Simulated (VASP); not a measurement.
# Ni (Fm-3m) in VASP: notebook, part 2 of 2

VASP 6.6.1. Earlier steps stand in the parts before.

## Step 5: Single point, r2SCAN, collinear spin, ferromagnetic start

File POSCAR:

```
Ni
1.0
    0.0000000000      1.7380692641      1.7380692641
    1.7380692641      0.0000000000      1.7380692641
    1.7380692641      1.7380692641      0.0000000000
Ni
1
Direct
    0.0000000000      0.0000000000      0.0000000000
```

File INCAR.step1:

```
  PREC = Accurate
  ENCUT = 520
  ISMEAR = 0
  SIGMA = 1.0
  LREAL = False
  LASPH = True
  NELM = 150
  ISPIN = 2
  MAGMOM = 0.807
  LMAXMIX = 4
  NBANDS = 15
  GGA = PE
  ALGO = Normal
  EDIFF = 1E-4
  LWAVE = True
  LCHARG = False
```

File INCAR.step2:

```
  PREC = Accurate
  ENCUT = 520
  EDIFF = 1E-7
  ISMEAR = 0
  SIGMA = 1.0
  LREAL = False
  LASPH = True
  NELM = 150
  ALGO = Normal
  ISIF = 2
  LWAVE = False
  LCHARG = True
  ISPIN = 2
  MAGMOM = 0.807
  LORBIT = 11
  LMAXMIX = 4
  METAGGA = R2SCAN
  LMIXTAU = True
  LELF = True
  LVHAR = True
  NBANDS = 15
  ISTART = 1
```

File KPOINTS:

```
regular mesh
0
Gamma
  15 15 15
```

Potentials or basis: VASP PAW PBE potentials, release 64 (Ni).

Launch:

```bash
> cat potpaw_PBE.64/Ni/POTCAR > POTCAR
> cp INCAR.step1 INCAR
> mpirun -np 1 vasp_std > vasp.out
> cp INCAR.step2 INCAR
> mpirun -np 1 vasp_std > vasp.out
```

OUTCAR:

```text
PREC = Accurate
   ENCUT = 520
   EDIFF = 1E-7
   ISMEAR = 0
   LREAL = False
   LASPH = True
   NELM = 150
   ISIF = 2
   ISPIN = 2
   LORBIT = 11
   METAGGA = R2SCAN
   ISTART = 1

 ion  position               nearest neighbor table
   1  0.000  0.000  0.000-

  LATTYP: Found a face centered cubic cell.
 ALAT       =     3.4761385282

  Lattice vectors:

 A1 = (   0.0000000000,   1.7380692641,   1.7380692641)
 A2 = (   1.7380692641,   0.0000000000,   1.7380692641)
[... 1072 lines left out ...]
  -------------------------------------------------------------------------------------
  Total        0.1912904      0.1912904      0.1912904     -0.0000000      0.0000000     -0.0000000
  in kB       29.1858573     29.1858573     29.1858573     -0.0000000      0.0000000     -0.0000000
  external PRESSURE =      29.1858573 kB  Pullay stress =       0.0000000 kB

 VOLUME and BASIS-vectors are now :
 -----------------------------------------------------------------------------
  energy-cutoff  :      520.00
  volume of cell :       10.50
      direct lattice vectors                 reciprocal lattice vectors
     0.000000000  1.738069264  1.738069264    -0.287675532  0.287675532  0.287675532
     1.738069264  0.000000000  1.738069264     0.287675532 -0.287675532  0.287675532
     1.738069264  1.738069264  0.000000000     0.287675532  0.287675532 -0.287675532

 POSITION                                       TOTAL-FORCE (eV/Angst)
 -----------------------------------------------------------------------------------
      0.00000      0.00000      0.00000         0.000000      0.000000      0.000000
 -----------------------------------------------------------------------------------
    total drift:                                0.000000     -0.000000      0.000000

  FREE ENERGIE OF THE ION-ELECTRON SYSTEM (eV)
  ---------------------------------------------------
  free  energy   TOTEN  =       -12.2579546428 eV

  energy  without entropy=      -11.5842884186  energy(sigma->0) =      -11.92112153

 total charge

# of ion       s       p       d       tot
------------------------------------------
    1        0.528   0.547   8.339   9.415

 magnetization (x)

# of ion       s       p       d       tot
------------------------------------------
    1       -0.000  -0.000   0.000   0.000
```

OUTCAR.step1:

```text
PREC = Accurate
   ENCUT = 520
   ISMEAR = 0
   LREAL = False
   LASPH = True
   NELM = 150
[... 1101 lines left out ...]

 POSITION                                       TOTAL-FORCE (eV/Angst)
 -----------------------------------------------------------------------------------
      0.00000      0.00000      0.00000        -0.000000     -0.000000      0.000000
 -----------------------------------------------------------------------------------
    total drift:                                0.000000     -0.000000      0.000000

  FREE ENERGIE OF THE ION-ELECTRON SYSTEM (eV)
  ---------------------------------------------------
  free  energy   TOTEN  =        -5.8517829564 eV

  energy  without entropy=       -5.1640020613  energy(sigma->0) =       -5.50789251
```

Run time: 4.5 min. Hardware: 1 thread of AMD EPYC 7R43 (Zen 3), shared host; peak memory 0.11 GiB.

Results:

```yaml
Free_energy: -12.2580 eV
Pressure: 2.9 GPa
Band_gap_on_the_k_mesh: zero (filled and empty bands overlap)
Net_moment: 0.00 μB per cell
Valence_electrons_inside_the_program's_atomic_spheres: Ni 9.41
```

Caveat: the PAW data sets were made with another functional, which shifts forces and pressure a little.

## Step 6: Single point, r2SCAN, collinear spin, ferromagnetic start

POSCAR is that of step 5.

File INCAR.step1:

```
PREC = Accurate ; ENCUT = 520
ISMEAR = 1 ; SIGMA = 0.01
LREAL = False ; LASPH = True
NELM = 150 ; ISPIN = 2
MAGMOM = 0.807 ; LMAXMIX = 4
NBANDS = 15 ; GGA = PE
ALGO = Normal ; EDIFF = 1E-4
LWAVE = True ; LCHARG = False
```

File INCAR.step2:

```
PREC = Accurate ; ENCUT = 520
EDIFF = 1E-6 ; ISMEAR = 1
SIGMA = 0.01 ; LREAL = False
LASPH = True ; NELM = 150
ALGO = Normal ; ISIF = 2
LWAVE = False ; LCHARG = False
ISPIN = 2 ; MAGMOM = 0.807
LORBIT = 11 ; LMAXMIX = 4
METAGGA = R2SCAN ; LMIXTAU = True
NBANDS = 15 ; ISTART = 1
```

KPOINTS is that of step 5.

Potentials or basis: VASP PAW PBE potentials, release 64 (Ni).

Launch:

```bash
> cat potpaw_PBE.64/Ni/POTCAR > POTCAR
> cp INCAR.step1 INCAR
> mpirun -np 1 vasp_std > vasp.out
> cp INCAR.step2 INCAR
> mpirun -np 1 vasp_std > vasp.out
```

OUTCAR:

```text
PREC = Accurate
   ENCUT = 520
   EDIFF = 1E-6
   ISMEAR = 1
   LREAL = False
   LASPH = True
   NELM = 150
   ISIF = 2
   ISPIN = 2
   LORBIT = 11
   METAGGA = R2SCAN
   ISTART = 1

 ion  position               nearest neighbor table
   1  0.000  0.000  0.000-

  LATTYP: Found a face centered cubic cell.
 ALAT       =     3.4761385282

  Lattice vectors:

 A1 = (   0.0000000000,   1.7380692641,   1.7380692641)
 A2 = (   1.7380692641,   0.0000000000,   1.7380692641)
[... 1072 lines left out ...]
  -------------------------------------------------------------------------------------
  Total        0.0178514      0.0178514      0.0178514      0.0000000      0.0000000     -0.0000000
  in kB        2.7236494      2.7236494      2.7236494      0.0000000      0.0000000     -0.0000000
  external PRESSURE =       2.7236494 kB  Pullay stress =       0.0000000 kB

 VOLUME and BASIS-vectors are now :
 -----------------------------------------------------------------------------
  energy-cutoff  :      520.00
  volume of cell :       10.50
      direct lattice vectors                 reciprocal lattice vectors
     0.000000000  1.738069264  1.738069264    -0.287675532  0.287675532  0.287675532
     1.738069264  0.000000000  1.738069264     0.287675532 -0.287675532  0.287675532
     1.738069264  1.738069264  0.000000000     0.287675532  0.287675532 -0.287675532

 POSITION                                       TOTAL-FORCE (eV/Angst)
 -----------------------------------------------------------------------------------
      0.00000      0.00000      0.00000         0.000000      0.000000      0.000000
 -----------------------------------------------------------------------------------
    total drift:                                0.000000     -0.000000      0.000000

  FREE ENERGIE OF THE ION-ELECTRON SYSTEM (eV)
  ---------------------------------------------------
  free  energy   TOTEN  =       -11.9450353950 eV

  energy  without entropy=      -11.9450545300  energy(sigma->0) =      -11.94504177

 total charge

# of ion       s       p       d       tot
------------------------------------------
    1        0.528   0.550   8.333   9.411

 magnetization (x)

# of ion       s       p       d       tot
------------------------------------------
    1       -0.011  -0.043   0.756   0.703
```

OSZICAR.step1:

```text
N       E                     dE             d eps       ncg     rms          rms(c)
DAV:   1     0.333772772029E+02    0.33377E+02   -0.41835E+03  7559   0.869E+02
DAV:   2    -0.505361023116E+01   -0.38431E+02   -0.35643E+02  8264   0.164E+02
DAV:   3    -0.648321715087E+01   -0.14296E+01   -0.14202E+01  8768   0.311E+01
DAV:   4    -0.649117718591E+01   -0.79600E-02   -0.79594E-02  8855   0.223E+00
DAV:   5    -0.649125633927E+01   -0.79153E-04   -0.79152E-04  8962   0.198E-01    0.102E+01
DAV:   6    -0.576390983370E+01    0.72735E+00   -0.12691E+01 10415   0.395E+01    0.557E+00
DAV:   7    -0.548086863422E+01    0.28304E+00   -0.20183E+00  9402   0.143E+01    0.206E+00
DAV:   8    -0.546500524922E+01    0.15863E-01   -0.22509E-02  9310   0.103E+00    0.981E-01
DAV:   9    -0.546259746443E+01    0.24078E-02   -0.21112E-03 11467   0.307E-01    0.299E-01
DAV:  10    -0.546245002370E+01    0.14744E-03   -0.12413E-04  7632   0.741E-02    0.108E-01
DAV:  11    -0.546238924285E+01    0.60781E-04   -0.14519E-04  7677   0.723E-02
   1 F= -.54623892E+01 E0= -.54623902E+01  d E =0.281857E-05  mag=     0.6247
```

It took 3.1 min on 1 thread of AMD EPYC 7R43 (Zen 3), shared host; peak memory 0.11 GiB.

What came out:

```
Free energy                                           : -11.9450 eV
Pressure                                              : 0.3 GPa
Net moment                                            : 0.68 μB per cell
Site moments                                          : Ni +0.70 μB
Valence electrons inside the program's atomic spheres : Ni 9.41
```

Caveat: the PAW data sets were made with another functional, which shifts forces and pressure a little.

## Step 7: Summary

| smearing | gap on the mesh (eV) | pressure (GPa) | moment (μB) |
| --- | --- | --- | --- |
| gaussian 0.2 eV | none | 0.5 | 0.69 |
| gaussian 0.3 eV | none | 0.8 | 0.70 |
| gaussian 0.6 eV | none | 0.3 | 0.00 |
| gaussian 1 eV | none | 2.9 | 0.00 |
| methfessel-paxton 0.01 eV | none | 0.3 | 0.68 |

Alike in all rows: task single point; level r2SCAN; potentials or basis VASP PAW PBE potentials, release 64 (Ni); spin collinear, ferromagnetic start; cell as given; k mesh 15 × 15 × 15; cutoff (eV) 520.

Every run on the cell as given and a fine mesh finds a metal.

Caveats: the PAW data sets were made with another functional, which shifts forces and pressure a little.

Absolute energies hang on the potentials; compare differences alone.
